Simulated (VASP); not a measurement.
# TiSi2 (Cmcm) in VASP: a series of runs, part 2 of 2

VASP 6.6.1.

## Step 3: Relaxation of cell and atoms, PBEsol, target pressure 50 GPa, at which the enthalpy is minimised

This run uses another cell than the first one: it holds 6 atoms, not 12.

Input file INCAR:

```
SYSTEM = TiSi2
  ALGO = Normal
  EDIFF = 1E-6
  EDIFFG = -0.008
  ENCUT = 600
  GGA = PS
  IBRION = 2
  ISIF = 3
  ISMEAR = 0
  LASPH = .True.
  LCHARG = .False.
  LREAL = .False.
  LWAVE = .False.
  NELM = 80
  NSW = 70
  PREC = Accurate
  PSTRESS = 500.0
  SIGMA = 0.1
```

Input file KPOINTS:

```
k-points
0
Gamma
  12 12 10
  0 0 0
```

Input file POSCAR:

```
TiSi2
1.0
    1.6505583593     -6.0964591100      0.0000000000
    1.6505583593      6.0964591100      0.0000000000
    0.0000000000      0.0000000000      3.3410963346
Ti Si
2 4
Direct
    0.8999900378      0.1000099622      0.7500000000
    0.1000099622      0.8999900378      0.2500000000
    0.5635300010      0.4364699990      0.7500000000
    0.4364699990      0.5635300010      0.2500000000
    0.2494046582      0.7505953418      0.7500000000
    0.7505953418      0.2494046582      0.2500000000
```

Potentials or basis: VASP PAW PBE potentials, release 64 (Ti_sv, Si).

Launch:

```console
> cat potpaw_PBE.64/Ti_sv/POTCAR potpaw_PBE.64/Si/POTCAR > POTCAR
> mpirun -np 1 vasp_std > vasp.out
```

OUTCAR:

```text
SYSTEM = TiSi2
   EDIFF = 1E-6
   EDIFFG = -0.008
   ENCUT = 600
   GGA = PS
   IBRION = 2
   ISIF = 3
   ISMEAR = 0
   LASPH = .True.
   LREAL = .False.
   NELM = 80
   NSW = 70
   PREC = Accurate
   PSTRESS = 500.0

 ion  position               nearest neighbor table
   1  0.900  0.100  0.750-   4 2.39   4 2.39   4 2.39   4 2.39   5 2.47   5 2.47   6 2.47   6 2.47
                             3 2.59   3 2.59
   2  0.100  0.900  0.250-   3 2.39   3 2.39   3 2.39   3 2.39   6 2.47   6 2.47   5 2.47   5 2.47
                             4 2.59   4 2.59
   3  0.564  0.436  0.750-   4 2.28   4 2.28   2 2.39   2 2.39   2 2.39   2 2.39   1 2.59   1 2.59
                             5 2.80   5 2.80   6 2.83   6 2.83
   4  0.436  0.564  0.250-   3 2.28   3 2.28   1 2.39   1 2.39   1 2.39   1 2.39   2 2.59   2 2.59
                             6 2.80   6 2.80   5 2.83   5 2.83
   5  0.249  0.751  0.750-   6 2.35   6 2.35   6 2.35   6 2.35   1 2.47   1 2.47   2 2.47   2 2.47
                             3 2.80   3 2.80   4 2.83   4 2.83
   6  0.751  0.249  0.250-   5 2.35   5 2.35   5 2.35   5 2.35   2 2.47   2 2.47   1 2.47   1 2.47
                             4 2.80   4 2.80   3 2.83   3 2.83

  LATTYP: Found a base centered orthorhombic cell.
 ALAT       =     3.3011167186
 B/A-ratio  =     3.6935737992
 C/A-ratio  =     1.0121109368

  Lattice vectors:

 A1 = (   1.6505583593,  -6.0964591100,   0.0000000000)
 A2 = (   1.6505583593,   6.0964591100,   0.0000000000)
 A3 = (   0.0000000000,   0.0000000000,   3.3410963346)

Analysis of symmetry for initial positions (statically):
=====================================================================
 Subroutine PRICEL returns:
 Original cell was already a primitive cell.

 Routine SETGRP: Setting up the symmetry group for a
 base centered orthorhombic supercell.

 Subroutine GETGRP returns: Found  8 space group operations
 (whereof  4 operations were pure point group operations)
 out of a pool of  8 trial point group operations.

The static configuration has the point symmetry C_2h.
 The point group associated with its full space group is D_2h.

Analysis of symmetry for dynamics (positions and initial velocities):
[... 164 lines left out ...]
  ---------------------------------------------------
  ext. energy  EPLUGINS =         0.00000000
  ---------------------------------------------------
  free energy    TOTEN  =       -41.69009389 eV

  energy without entropy =      -41.68331405  energy(sigma->0) =      -41.68670397

------------------------ aborting loop because EDIFF is reached ----------------------------------------

  FORCE on cell =-STRESS in cart. coord.  units (eV):
  Direction    XX          YY          ZZ          XY          YZ          ZX
  --------------------------------------------------------------------------------------
  -------------------------------------------------------------------------------------
  Total       20.3414477     19.3138121     20.9853571      0.0000000     -0.0000000      0.0000000
  in kB      484.6909354    460.2046912    500.0338468      0.0000000     -0.0000000      0.0000000
  external PRESSURE =     -18.3568422 kB  Pullay stress =     500.0000000 kB
[... 109 lines left out ...]
  energy  without entropy=      -41.4210593067  energy(sigma->0) =      -41.42439105

  enthalpy is  TOTEN    =       -20.7219724517 eV   P V=       20.7057503390

[... ionic steps 4 to 8 ...]

--------------------------------------- Ionic step        9  -------------------------------------------

 number of electron      40.0000002 magnetization

------------------------ aborting loop because EDIFF is reached ----------------------------------------
[... 79 lines left out ...]
--------------------------------------- Ionic step       11  -------------------------------------------

 number of electron      40.0000002 magnetization

 Free energy of the ion-electron system (eV)
  ---------------------------------------------------
  ext. energy  EPLUGINS =         0.00000000
  ---------------------------------------------------
  free energy    TOTEN  =       -41.52254956 eV

  energy without entropy =      -41.51608223  energy(sigma->0) =      -41.51931589

 E-fermi :  13.8681     XC(G=0): -12.8713

 val. band max:       13.8648359536   @ k =   0.0000   0.0000   0.5000
 cond. band min:      13.8698370847   @ k =  -0.1667   0.1667   0.3000
 fundamental gap:      0.0050011311
 Fermi energy:        13.8681033601

 k-point     1 :       0.0000    0.0000    0.0000
  band No.  band energies     occupation
      1     -42.0377      2.00000
      2     -41.9872      2.00000
      3     -18.6763      2.00000
      4     -18.6113      2.00000
      5     -18.5640      2.00000
      6     -18.5084      2.00000
[... 637 lines left out ...]
     23      15.3458      0.00000
     24      15.9859      0.00000

 [... further k-points ...]

------------------------ aborting loop because EDIFF is reached ----------------------------------------

  FORCE on cell =-STRESS in cart. coord.  units (eV):
  Direction    XX          YY          ZZ          XY          YZ          ZX
  --------------------------------------------------------------------------------------
  -------------------------------------------------------------------------------------
  Total       20.7970313     20.8152901     20.8068737      0.0000000      0.0000000      0.0000000
  in kB      500.1064496    500.5455202    500.3431314      0.0000000      0.0000000      0.0000000
  external PRESSURE =       0.3317004 kB  Pullay stress =     500.0000000 kB
[... 25 lines left out ...]
  energy  without entropy=      -41.5160822262  energy(sigma->0) =      -41.51931589

  enthalpy is  TOTEN    =       -20.7299450133 eV   P V=       20.7926045491

 reached required accuracy - stopping structural energy minimisation
```

OSZICAR:

```text
N       E                     dE             d eps       ncg     rms          rms(c)
DAV:   1     0.431590782726E+03    0.43159E+03   -0.21468E+04 12384   0.204E+03
DAV:   2     0.985184177972E+01   -0.42174E+03   -0.41809E+03 12424   0.550E+02
DAV:   3    -0.415626773264E+02   -0.51415E+02   -0.50873E+02 22336   0.151E+02
[... 82 lines left out ...]
DAV:   4    -0.415198814946E+02   -0.36480E-06   -0.56488E-06 19312   0.145E-02
  10 F= -.20729939E+02 E0= -.20726707E+02  d E =-.152432E-05
       N       E                     dE             d eps       ncg     rms          rms(c)
DAV:   1    -0.415225495206E+02   -0.26684E-02   -0.65420E-04 14792   0.447E-01    0.233E-02
DAV:   2    -0.415225502262E+02   -0.70558E-06   -0.10446E-04 15408   0.953E-02    0.790E-03
DAV:   3    -0.415225495624E+02    0.66375E-06   -0.54182E-06 14496   0.189E-02
  11 F= -.20729945E+02 E0= -.20726711E+02  d E =-.795984E-05
```

Run time: 68 min. Hardware: 1 thread of Intel Xeon Platinum 8259CL at 2.50GHz (Skylake/Cascade Lake), shared host; peak memory 0.59 GiB.

Results:

```
Free energy                                                : -41.5225 eV
Relaxed volume                                             : 11.10 Å³/atom
Relaxed cell                                               : a = 6.242 Å, b = 6.242 Å, c = 3.345 Å, α = 90.00°, β = 90.00°, γ = 149.26°
Space group after relaxing (to 0.1 Å)                      : Cmcm (No. 63)
Energy change on relaxing (the run minimises the enthalpy) : +27.9 meV/atom
Ionic steps                                                : 11
Pressure after relaxing                                    : 50.0 GPa
Band gap on the k mesh                                     : zero (bands 20 and 21 overlap by 1.01 eV)
```

The path:
| step | energy change (eV) | largest force (eV/Å) | pressure (GPa) | volume (Å³) |
| --- | --- | --- | --- | --- |
| 1 | 0.0000 | 0.3667 | 48.16 | 67.24 |
| 2 | 0.3752 | 0.1829 | 53.61 | 66.00 |
| 3 | 0.2624 | 0.2353 | 52.04 | 66.35 |
| 4 | 0.0810 | 0.1128 | 48.23 | 66.92 |
| 5 | 0.1567 | 0.0417 | 49.89 | 66.67 |
| 6 | 0.1648 | 0.0207 | 49.98 | 66.64 |
| 7 | 0.1670 | 0.0296 | 50.01 | 66.63 |
| 8 | 0.1651 | 0.0158 | 49.99 | 66.63 |
| 9 | 0.1636 | 0.0134 | 49.97 | 66.64 |
| 10 | 0.1702 | 0.0087 | 50.03 | 66.62 |
| 11 | 0.1675 | 0.0020 | 50.03 | 66.63 |

Final structure:
```
CELL_PARAMETERS angstrom
1.65468 -6.01892 0.00000
1.65468 6.01892 0.00000
0.00000 0.00000 3.34493
ATOMIC_POSITIONS crystal
Ti 0.90129 0.09871 0.75000
Ti 0.09871 0.90129 0.25000
Si 0.56583 0.43417 0.75000
Si 0.43417 0.56583 0.25000
Si 0.24943 0.75057 0.75000
Si 0.75057 0.24943 0.25000
```

Caveat: the cell is relaxed towards a set pressure, so the run minimises the enthalpy, not the energy; the PAW data sets were made with another functional, which shifts forces and pressure a little.

The gap in the log of VASP goes by the Fermi energy; the results here count the filled bands.